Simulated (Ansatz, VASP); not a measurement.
WC: VASP beside Ansatz

File INCAR:

```
SYSTEM = WC
PREC     = Accurate       ! precision mode
ENCUT    = 520            ! plane-wave cutoff, eV
EDIFF    = 1E-6           ! SCF threshold, eV
ISMEAR   = -1             ! smearing method
SIGMA    = 0.1            ! smearing width, eV
LREAL    = .False.        ! projectors in reciprocal space
LASPH    = .True.         ! aspherical terms in the spheres
NELM     = 80             ! most SCF steps
ALGO     = Normal         ! electronic algorithm
ISIF     = 2              ! what is computed and relaxed
LWAVE    = .False.        ! write WAVECAR
LCHARG   = .False.        ! write CHGCAR
GGA      = PE             ! functional
NBANDS   = 16             ! bands
```

Contents of KPOINTS:

```
Automatic mesh
0
Gamma
  8 8 7
  0 0 0
```

Contents of POSCAR:

```
WC
1.0
    2.8177400000      0.0002800000      0.0398600000
   -1.4086300000      2.5900600000     -0.0575100000
    0.0389000000     -0.0423500000      2.9543600000
W C
1 1
Direct
    0.0075318651      0.0136407382      0.0071523259
    0.6785300000      0.3358700000      0.4501900000
```

Input for Ansatz:

```yaml
crystal:
  lattice:
    - [2.81774, 0.00028, 0.03986]
    - [-1.40863, 2.59006, -0.05751]
    - [0.0389, -0.04235, 2.95436]
  atoms:
    - { symbol: W, position: [0.007531865085781681, 0.013640738236853713, 0.007152325855238427] }
    - { symbol: C, position: [0.67853, 0.33587, 0.45019] }
basis:
  ecutwfc: 540.0
  xc_grid: 2
kpoints:
  mp_grid:
    grid: [8, 8, 7]
hamiltonian:
  xc: pbe
scf:
  convergence:
    dr2_threshold: 1.0e-09
  occupations:
    method: fermi_dirac
    width: 0.1
output:
  forces: true
  stress: true
```

Alike in both runs: task single point; functional PBE; k mesh 8 × 8 × 7; occupations fermi-dirac, width 0.1 eV; no spin polarisation.

```csv
,VASP,Ansatz
version,VASP 6.6.1,Ansatz 0.2.0
potentials or method,"VASP PAW PBE potentials, release 64 (W_sv, C), cutoff 520 eV","plane waves, PAW"
valence electrons in the cell,18,18
```

```csv
,VASP,Ansatz,Ansatz less VASP
pressure (GPa),-0.9,-1.9,-1.00
"traceless stress, the component that is largest in VASP (GPa)",26.54,26.48,-0.058
rms of the force components (eV/Å),1.371,1.358,-0.0132
```

Atom by atom the forces differ by 0.013 eV/Å (rms over components). Ansatz's warnings: stress scf threshold loose.

Neither program's run includes spin-orbit coupling.
